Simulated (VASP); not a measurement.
# KFe3H6Se2O14 (R-3m) in VASP: a series of runs

The runs below take KFe3H6Se2O14 through single point, with PBE.

All numbers are computed with VASP 6.6.1; they aren't measurements. Logs are shortened: lines on timing, memory, paths and dates and some standing lists are left out, and cuts for length are marked.

## 1. The cell of the first run

The structure is trigonal, space group R-3m (No. 166). Conventional cell: a = 7.390 Å, b = 7.390 Å, c = 17.498 Å, α = 90.00°, β = 90.00°, γ = 120.00°. K (site symmetry -3m) has 12 O at 2.84 to 2.94 Å and 6 H at 3.24 Å and 6 Fe at 3.61 Å within 3.7 Å. Fe (site symmetry 2/m) has 6 O at 1.98 to 2.09 Å and 4 H at 2.51 Å within 2.6 Å. Within 1.3 Å of H (site symmetry m) lie 1 O at 0.99 Å. Within 2.2 Å of Se (site symmetry 3m) lie 4 O at 1.66 to 1.67 Å. Within 2.2 Å of O (site symmetry 3m) lie 1 Se at 1.66 Å and 3 H at 1.89 Å. Within 2.2 Å of O (site symmetry m) lie 1 Se at 1.67 Å and 1 Fe at 2.09 Å. O (site symmetry m) has 1 H at 0.99 Å within 1.3 Å.

## 2. Single point, PBE, collinear spin, ferromagnetic start

File INCAR:

```
ALGO = Normal
EDIFF = 1E-6
ENCUT = 520
GGA = PE
ISIF = 2
ISMEAR = -1
ISPIN = 2
KPAR = 4
LASPH = T
LCHARG = T
LMAXMIX = 4
LORBIT = 11
LREAL = Auto
LVHAR = T
LWAVE = F
MAGMOM = 0 5 5 5 0 0 0 0 0 0 0 0 0 0 0 0 0 0 0 0 0 0 0 0 0 0
NBANDS = 90
NELM = 150
PREC = Accurate
SIGMA = 0.02
```

File KPOINTS:

```
k-points
0
Gamma
  4 4 4
```

File POSCAR:

```
KFe3H6Se2O14
1.0
    3.6951000000      2.1333669797      5.8326666667
   -3.6951000000      2.1333669797      5.8326666667
    0.0000000000     -4.2667339594      5.8326666667
K Fe H Se O
1 3 6 2 14
Direct
    0.0000000000      0.0000000000      0.0000000000
    0.5000000000      0.0000000000      0.0000000000
    0.0000000000      0.5000000000      0.0000000000
    0.0000000000      0.0000000000      0.5000000000
    0.3131101822      0.3131101822      0.7230218548
    0.7230218548      0.3131101822      0.3131101822
    0.3131101822      0.7230218548      0.3131101822
    0.2769781452      0.6868898178      0.6868898178
    0.6868898178      0.6868898178      0.2769781452
    0.6868898178      0.2769781452      0.6868898178
    0.3140243700      0.3140243700      0.3140243700
    0.6859756300      0.6859756300      0.6859756300
    0.4091075853      0.4091075853      0.4091075853
    0.5908924147      0.5908924147      0.5908924147
    0.5282824259      0.1588986124      0.1588986124
    0.1588986124      0.5282824259      0.1588986124
    0.1588986124      0.1588986124      0.5282824259
    0.8411013876      0.8411013876      0.4717175741
    0.8411013876      0.4717175741      0.8411013876
    0.4717175741      0.8411013876      0.8411013876
    0.2670953131      0.2670953131      0.8870210686
    0.8870210686      0.2670953131      0.2670953131
    0.2670953131      0.8870210686      0.2670953131
    0.1129789314      0.7329046869      0.7329046869
    0.7329046869      0.7329046869      0.1129789314
    0.7329046869      0.1129789314      0.7329046869
```

Potentials or basis: VASP PAW PBE potentials, release 64 (K_sv, Fe, H, Se, O).

Run with:

```console
cat potpaw_PBE.64/K_sv/POTCAR potpaw_PBE.64/Fe/POTCAR potpaw_PBE.64/H/POTCAR potpaw_PBE.64/Se/POTCAR potpaw_PBE.64/O/POTCAR > POTCAR
mpirun -np 4 vasp_std > vasp.out
```

OUTCAR:

```text
EDIFF = 1E-6
   ENCUT = 520
   GGA = PE
   ISIF = 2
   ISMEAR = -1
   ISPIN = 2
   LASPH = T
   LORBIT = 11
   LREAL = Auto
   NELM = 150
   PREC = Accurate

 ion  position               nearest neighbor table
   1  0.000  0.000  0.000-  15 2.84  16 2.84  19 2.84  20 2.84  17 2.84  18 2.84
   2  0.500  0.000  0.000-  21 1.98  25 1.98  23 1.98  26 1.98  15 2.09  20 2.09
   3  0.000  0.500  0.000-  21 1.98  25 1.98  24 1.98  22 1.98  16 2.09  19 2.09
   4  0.000  0.000  0.500-  22 1.98  23 1.98  24 1.98  26 1.98  17 2.09  18 2.09
   5  0.313  0.313  0.723-  21 0.99
   6  0.723  0.313  0.313-  22 0.99
   7  0.313  0.723  0.313-  23 0.99
   8  0.277  0.687  0.687-  24 0.99
   9  0.687  0.687  0.277-  25 0.99
  10  0.687  0.277  0.687-  26 0.99
  11  0.314  0.314  0.314-  13 1.66  15 1.67  16 1.67  17 1.67
  12  0.686  0.686  0.686-  14 1.66  19 1.67  20 1.67  18 1.67
  13  0.409  0.409  0.409-  11 1.66
  14  0.591  0.591  0.591-  12 1.66
  15  0.528  0.159  0.159-  11 1.67   2 2.09   1 2.84
  16  0.159  0.528  0.159-  11 1.67   3 2.09   1 2.84
  17  0.159  0.159  0.528-  11 1.67   4 2.09   1 2.84
  18  0.841  0.841  0.472-  12 1.67   4 2.09   1 2.84
  19  0.841  0.472  0.841-  12 1.67   3 2.09   1 2.84
  20  0.472  0.841  0.841-  12 1.67   2 2.09   1 2.84
  21  0.267  0.267  0.887-   5 0.99   3 1.98   2 1.98
  22  0.887  0.267  0.267-   6 0.99   4 1.98   3 1.98
  23  0.267  0.887  0.267-   7 0.99   4 1.98   2 1.98
  24  0.113  0.733  0.733-   8 0.99   4 1.98   3 1.98
  25  0.733  0.733  0.113-   9 0.99   3 1.98   2 1.98
  26  0.733  0.113  0.733-  10 0.99   4 1.98   2 1.98

  LATTYP: Found a trigonal (rhomboedric) cell.
 ALAT       =     7.2266879776
 COS(alpha) =     0.4771178933

  Lattice vectors:

 A1 = (   3.6951000000,   2.1333669797,   5.8326666667)
 A2 = (  -3.6951000000,   2.1333669797,   5.8326666667)
 A3 = (   0.0000000000,  -4.2667339594,   5.8326666667)

Analysis of symmetry for initial positions (statically):
=====================================================================
 Subroutine PRICEL returns:
 Original cell was already a primitive cell.

 Routine SETGRP: Setting up the symmetry group for a
 trigonal (rhombohedral) supercell.

 Subroutine GETGRP returns: Found 12 space group operations
 (whereof 12 operations were pure point group operations)
 out of a pool of 12 trial point group operations.

The static configuration has the point symmetry D_3d.

Analysis of symmetry for dynamics (positions and initial velocities):
[... 204 lines left out ...]
  ---------------------------------------------------
  ext. energy  EPLUGINS =         0.00000000
  ---------------------------------------------------
  free energy    TOTEN  =      -149.08007824 eV

  energy without entropy =     -149.06092038  energy(sigma->0) =     -149.07049931

 E-fermi :   1.9600     XC(G=0):  -9.7458

 val. band max:        1.9471318301   @ k =   0.5000   0.5000   0.0000
 cond. band min:       1.9683931897   @ k =   0.5000   0.5000   0.2500
 fundamental gap:      0.0212613596
 Fermi energy:         1.9600269834

 spin component 1

 k-point     1 :       0.0000    0.0000    0.0000
  band No.  band energies     occupation
      1     -26.1840      1.00000
      2     -20.7439      1.00000
      3     -20.6305      1.00000
      4     -17.9965      1.00000
      5     -17.5473      1.00000
      6     -17.5298      1.00000
[... 1055 lines left out ...]
     78       7.2257      0.00000
     79       7.3301      0.00000
 Fermi energy:         1.9600269834

 spin component 2

 k-point     1 :       0.0000    0.0000    0.0000
  band No.  band energies     occupation
      1     -26.1822      1.00000
      2     -20.6500      1.00000
      3     -20.5391      1.00000
      4     -17.7561      1.00000
      5     -17.3972      1.00000
      6     -17.3250      1.00000
[... 1055 lines left out ...]
     78       7.4088      0.00000
     79       7.4411      0.00000
 [bands above 79 left out]

------------------------ aborting loop because EDIFF is reached ----------------------------------------

  FORCE on cell =-STRESS in cart. coord.  units (eV):
  Direction    XX          YY          ZZ          XY          YZ          ZX
  --------------------------------------------------------------------------------------
  -------------------------------------------------------------------------------------
  Total        3.1841696      3.1841696      5.3856579      0.0000000      0.0000000      0.0000000
  in kB       18.4925416     18.4925416     31.2780145      0.0000000      0.0000000      0.0000000
  external PRESSURE =      22.7543659 kB  Pullay stress =       0.0000000 kB

 VOLUME and BASIS-vectors are now :
 -----------------------------------------------------------------------------
  energy-cutoff  :      520.00
  volume of cell :      275.87
      direct lattice vectors                 reciprocal lattice vectors
     3.695100000  2.133366980  5.832666667     0.135314335  0.078123768  0.057149389
    -3.695100000  2.133366980  5.832666667    -0.135314335  0.078123768  0.057149389
     0.000000000 -4.266733959  5.832666667     0.000000000 -0.156247536  0.057149389

 POSITION                                       TOTAL-FORCE (eV/Angst)
 -----------------------------------------------------------------------------------
      0.00000      0.00000      0.00000         0.000000      0.000000     -0.000000
      1.84755      1.06668      2.91633         0.000000      0.000000     -0.000000
     -1.84755      1.06668      2.91633         0.000000      0.000000     -0.000000
      0.00000     -2.13337      2.91633         0.000000      0.000000     -0.000000
      0.00000     -1.74898      7.86968         0.000000      0.084970     -0.038483
      1.51466      0.87449      7.86968        -0.073586     -0.042485     -0.038483
[... 18 lines left out ...]
      0.00000      2.64506      9.20855         0.000000      0.052002     -0.031274
      2.29069     -1.32253      9.20855         0.045035     -0.026001     -0.031274
 -----------------------------------------------------------------------------------
    total drift:                                0.000000     -0.000000      0.000000

  FREE ENERGIE OF THE ION-ELECTRON SYSTEM (eV)
  ---------------------------------------------------
  free  energy   TOTEN  =      -149.0800782449 eV

  energy  without entropy=     -149.0609203824  energy(sigma->0) =     -149.07049931

 total charge

# of ion       s       p       d       tot
------------------------------------------
    1        1.955   5.592   0.025   7.572
    2        0.357   0.515   5.872   6.744
    3        0.357   0.515   5.872   6.744
    4        0.357   0.515   5.872   6.744
    5        0.586   0.121   0.000   0.707
    6        0.586   0.121   0.000   0.707
[... 18 lines left out ...]
   25        1.559   3.550   0.000   5.109
   26        1.559   3.550   0.000   5.109
--------------------------------------------------
tot         31.336  60.885  18.967 111.189

 magnetization (x)

# of ion       s       p       d       tot
------------------------------------------
    1        0.000   0.001   0.000   0.001
    2        0.021   0.023   3.639   3.683
    3        0.021   0.023   3.639   3.683
    4        0.021   0.023   3.639   3.683
    5        0.004   0.002   0.000   0.006
    6        0.004   0.002   0.000   0.006
[... 18 lines left out ...]
   25        0.014   0.121   0.000   0.135
   26        0.014   0.121   0.000   0.135
--------------------------------------------------
tot          0.231   1.341  10.937  12.509
```

Wall time 9.4 min (4 MPI ranks of AMD EPYC 7R13 (Zen 3), shared host); peak memory 0.8 GiB.

Results:

- Free energy: -149.0801 eV
- Pressure: 2.3 GPa
- Largest force: 0.297 eV/Å
- Band gap on the k mesh: zero (filled and empty bands overlap)
- Net moment: 13.00 μB per cell
- Site moments: K +0.00; Fe +3.68; H +0.01; Se +0.02; O +0.05, +0.08, +0.14 (each value once) μB
- Valence electrons inside the program's atomic spheres: K 7.57; Fe 6.74; H 0.71; Se 4.13; O 5.01, 5.03, 5.11 (each value once)

Forces on the atoms (eV/Å):
```
K    0.000  0.000  0.000
Fe   0.000  0.000  0.000
Fe   0.000  0.000  0.000
Fe   0.000  0.000  0.000
H    0.000  0.085 -0.038
H   -0.074 -0.042 -0.038
H    0.074 -0.042 -0.038
H    0.074  0.042  0.038
H    0.000 -0.085  0.038
H   -0.074  0.042  0.038
Se   0.000  0.000 -0.053
Se   0.000  0.000  0.053
O    0.000  0.000  0.297
O    0.000  0.000 -0.297
O    0.213  0.123 -0.085
O   -0.213  0.123 -0.085
O    0.000 -0.246 -0.085
O    0.000  0.246  0.085
O    0.213 -0.123  0.085
O   -0.213 -0.123  0.085
O    0.000 -0.052  0.031
O    0.045  0.026  0.031
O   -0.045  0.026  0.031
O   -0.045 -0.026 -0.031
O    0.000  0.052 -0.031
O    0.045 -0.026 -0.031
```

Stress tensor (GPa, compression positive):
```
1.85 0.00 0.00
0.00 1.85 0.00
0.00 0.00 3.13
```

Levels at points of the mesh, in eV from the Fermi level:
Spin up:
```csv
k point,band 72,band 73,band 74,band 75,band 76,band 77
"(0.00, 0.00, 0.00)",-1.40,-0.45,-0.45,0.95,2.14,3.02
"(0.50, 0.00, 0.00)",-0.85,-0.68,-0.31,0.28,2.71,2.97
"(0.50, 0.50, 0.00)",-0.93,-0.80,-0.35,0.32,2.80,3.02
"(0.50, 0.50, 0.50)",-1.46,-0.47,-0.47,0.95,2.76,2.93
```
Spin down:
```csv
k point,band 57,band 58,band 59,band 60,band 61,band 62,band 63,band 64,band 65,band 66
"(0.00, 0.00, 0.00)",-2.17,-2.14,-2.14,-2.12,-0.08,-0.07,-0.07,0.16,0.16,0.40
"(0.50, 0.00, 0.00)",-2.19,-2.12,-1.99,-1.63,-0.04,0.09,0.11,0.26,0.48,0.51
"(0.50, 0.50, 0.00)",-2.22,-2.08,-1.88,-1.75,-0.01,0.06,0.07,0.26,0.47,0.53
"(0.50, 0.50, 0.50)",-2.31,-1.94,-1.94,-1.76,-0.09,-0.09,-0.08,0.19,0.19,0.34
```

Caveat: semilocal functionals often make such compounds metallic where correlation or magnetic order opens a gap, which also shifts bond lengths; the run started ferromagnetic, and an antiferromagnetic order may lie lower in energy. With open d or f shells a metallic result of PBE can be an artefact of self-interaction; +U or a hybrid may open a gap.

[end of part 1 of 2]

The gap in the log of VASP goes by the Fermi energy; the results here count the filled bands.